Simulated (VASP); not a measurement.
# KMgF3: single point with PBE

KMgF3:

```
K Mg F
1.0
     3.86632    0.00000    0.00000
     0.00000    3.86632    0.00000
     0.00000    0.00000    4.04569
K Mg F
1 1 3
Cartesian
  1.9332 1.9332 2.0228
  0.0000 0.0000 0.0000
  1.9332 0.0000 0.0000
  0.0000 1.9332 0.0000
  0.0000 0.0000 2.0228
```

This cell differs from its parent crystal: strain -0.030 along x and y, +0.015 along z.

| Item | Value |
| --- | --- |
| Program | VASP 6.6.1 |
| Task | single point |
| Functional | PBE |
| Potentials or basis | VASP PAW PBE potentials, release 64 (K_sv, Mg, F) |
| Cutoff | 520 eV |
| k mesh | 6 × 6 × 6 |
| Occupations | gaussian, width 0.05 eV |
| Spin | no spin polarisation |
| Dipole correction | no |
| Further INCAR settings | ALGO = Normal; EDIFF = 1e-07; NBANDS = 24 |

```
Pressure               : 7.8 GPa
Band gap on the k mesh : 7.62 eV, indirect (least direct gap 7.97 eV)
```

Stress tensor (GPa, compression positive):
```
9.68 0.00 0.00
0.00 9.68 0.00
0.00 0.00 4.19
```

Levels at points of the mesh, in eV from the valence-band top:
| k point | band 12 | band 13 | band 14 | band 15 | band 16 | band 17 | band 18 | band 19 | band 20 | band 21 |
| --- | --- | --- | --- | --- | --- | --- | --- | --- | --- | --- |
| (0.00, 0.00, 0.00) | -0.67 | -0.67 | -0.35 | -0.35 | -0.35 | 7.62 | 10.00 | 10.22 | 12.22 | 12.22 |
| (0.50, 0.00, 0.00) | -1.05 | -1.00 | -0.96 | -0.59 | -0.58 | 10.43 | 10.92 | 11.33 | 12.79 | 12.91 |
| (0.50, 0.50, 0.00) | -1.26 | -1.26 | -0.82 | -0.82 | -0.02 | 11.19 | 12.05 | 12.79 | 12.79 | 13.17 |
| (0.00, 0.00, 0.50) | -0.98 | -0.80 | -0.80 | -0.59 | -0.59 | 10.27 | 10.83 | 10.98 | 13.01 | 13.01 |
| (0.50, 0.00, 0.50) | -1.17 | -1.05 | -1.04 | -1.03 | -0.09 | 11.12 | 11.82 | 12.92 | 13.05 | 13.07 |
| (0.50, 0.50, 0.50) | -1.25 | -1.13 | -0.05 | -0.05 | 0.00 | 10.58 | 10.58 | 10.60 | 13.86 | 14.41 |

It took 33 s on 1 thread of Intel(R) Xeon(R) Platinum 8488C (Sapphire Rapids), on a shared host, peak memory 0.2 GiB.

Caveat: the cell differs from its parent crystal (strain -0.030 along x and y, +0.015 along z). A k mesh can miss the band edges.
